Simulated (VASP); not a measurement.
BaTeH6:

```xyz
8
Lattice="3.8686 2.2335 2.5101 -3.8686 2.2335 2.5101 0.0000 -4.4670 2.5101" Properties=species:S:1:pos:R:3 pbc="T T T"
Ba    0.0000    0.0000    0.0000
Te    0.0000    0.0000    3.7652
H     1.2330    0.9121    2.6774
H     0.1734   -1.5239    2.6774
H     1.4064   -0.6118    4.8529
H    -0.1734    1.5239    4.8529
H    -1.2330   -0.9121    4.8529
H    -1.4064    0.6118    2.6774
```

* Program: VASP 6.6.1
* Task: relaxation of cell and atoms
* Functional: PBEsol
* Potentials or basis: VASP PAW PBE potentials, release 64 (Ba_sv, Te, H)
* Cutoff: 600 eV
* k mesh: 4 × 4 × 4
* Occupations: fermi-dirac, width 0.03 eV
* Spin: no spin polarisation

At the start: pressure 0.1 GPa; volume 16.27 Å³/atom.

Problem. Where does the relaxation end?

Solution. Over 21 steps the energy falls by 70.3 meV/atom and the volume is 13.17 Å³/atom (-19.0 %); space group R-3 (No. 148, to 0.05 Å).

Step by step:
```
step  energy change (eV)  largest force (eV/Å)  pressure (GPa)  volume (Å³)
   1              0.0000                0.6771            0.09       130.13
   2             -0.1171                0.4444           -1.01       130.30
   3             -0.2149                0.1380           -2.86       130.60
   4             -0.3208                0.1398           -2.18       124.97
   5             -0.4465                0.1818           -0.02       112.78
   6             -0.4486                0.1953            0.46       110.73
   7             -0.4679                0.1832            0.28       110.40
   8             -0.5083                0.1805           -0.22       109.39
   9             -0.5074                0.2830           -1.54       107.39
  10             -0.5207                0.2242           -0.74       108.43
  11             -0.5388                0.1384           -0.24       106.93
  12             -0.5464                0.0282            0.46       105.05
  13             -0.5465                0.0412            0.36       105.28
  14             -0.5532                0.0380            0.18       105.42
  15             -0.5598                0.0546           -0.28       105.80
  16             -0.5599                0.0505           -0.21       105.75
  17             -0.5614                0.0223            0.08       105.21
  18             -0.5615                0.0212            0.15       105.09
  19             -0.5621                0.0153            0.04       105.27
  20             -0.5622                0.0144            0.00       105.33
  21             -0.5624                0.0096            0.04       105.38
```

Final structure:
```
CELL_PARAMETERS angstrom
3.46882 2.00272 2.52807
-3.46882 2.00272 2.52807
0.00000 -4.00545 2.52807
ATOMIC_POSITIONS crystal
Ba 0.00000 0.00000 0.00000
Te 0.50000 0.50000 0.50000
H 0.54004 0.22026 0.17770
H 0.22026 0.17770 0.54004
H 0.82230 0.45996 0.77974
H 0.77974 0.82230 0.45996
H 0.45996 0.77974 0.82230
H 0.17770 0.54004 0.22026
```

Caveat: the volume moved by over 15 % at a fixed basis, so the end points are rough; the PAW data sets were made with another functional, which shifts forces and pressure a little.
